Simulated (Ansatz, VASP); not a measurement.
# CrO2: VASP beside Ansatz

File INCAR:

```
  PREC = Accurate
  ENCUT = 520
  EDIFF = 1E-7
  ISMEAR = -1
  SIGMA = 0.05
  LREAL = F
  LASPH = T
  NELM = 150
  ALGO = Normal
  ISIF = 2
  LWAVE = F
  LCHARG = F
  ISPIN = 2
  MAGMOM = 3 3 0 0 0 0
  LORBIT = 11
  LMAXMIX = 4
  GGA = PE
  NBANDS = 37
```

KPOINTS

```
Automatic mesh
0
Gamma
  6 6 9
```

POSCAR

```
CrO2
1.0
    4.5077082879      0.0000000000      0.0000000000
    0.0000000000      4.5077082879      0.0000000000
    0.0000000000      0.0000000000      2.9742106030
Cr O
2 4
Direct
    0.5000000000      0.5000000000      0.5000000000
    0.0000000000      0.0000000000      0.0000000000
    0.8010000000      0.1990000000      0.5000000000
    0.6990000000      0.6990000000      0.0000000000
    0.1990000000      0.8010000000      0.5000000000
    0.3010000000      0.3010000000      0.0000000000
```

The input input.yaml:

```yaml
crystal:
  lattice:
    - [4.5077082879, 0.0, 0.0]
    - [0.0, 4.5077082879, 0.0]
    - [0.0, 0.0, 2.974210603]
  atoms:
    - { symbol: Cr, position: [0.5, 0.5, 0.5], spin: 3.0 }
    - { symbol: Cr, position: [0.0, 0.0, 0.0], spin: 3.0 }
    - { symbol: O, position: [0.801, 0.199, 0.5] }
    - { symbol: O, position: [0.699, 0.699, 0.0] }
    - { symbol: O, position: [0.199, 0.801, 0.5] }
    - { symbol: O, position: [0.301, 0.301, 0.0] }
hamiltonian:
  xc: pbe
  pseudopotentials: { kind: paw }
magnetization:
  spin_polarized: true
kpoints:
  mp_grid: { grid: [6, 6, 9] }
scf:
  occupations: { method: fermi_dirac, width: 0.05 }
output:
  forces: true
  stress: true
  eigenvalues: true
```

Alike in both runs: task single point; functional PBE; k mesh 6 × 6 × 9; occupations fermi-dirac, width 0.05 eV; collinear spin.

|  | VASP | Ansatz |
| --- | --- | --- |
| version | VASP 6.6.1 | Ansatz 0.2.0 |
| potentials or method | VASP PAW PBE potentials, release 64 (Cr_pv, O) | Ansatz PAW |
| plane-wave cutoff (eV) | 520 | 420 |
| valence electrons in the cell | 48 | 52 |

```tsv
	VASP	Ansatz	Ansatz less VASP
gap on the k mesh at the Fermi level (eV)	none	none	-
pressure (GPa)	-10.0	-10.5	-0.56
traceless stress, the component that is largest in VASP (GPa)	-1.68	-1.79	-0.109
rms of the force components (eV/Å)	0.171	0.176	+0.0053
net moment per atom (μB)	0.67	0.67	0.000
size of the moment on the site where the two differ most (μB)	2.15	1.79	-0.359
```

Site moments also hang on the region over which each program counts them. Atom by atom the forces differ by 0.005 eV/Å (rms over components). A gap of «none» marks a metal or a gap that the smearing closes. VASP's potentials hold 48 valence electrons a cell and Ansatz's 52, so a difference there can come from the potentials and not from the codes.
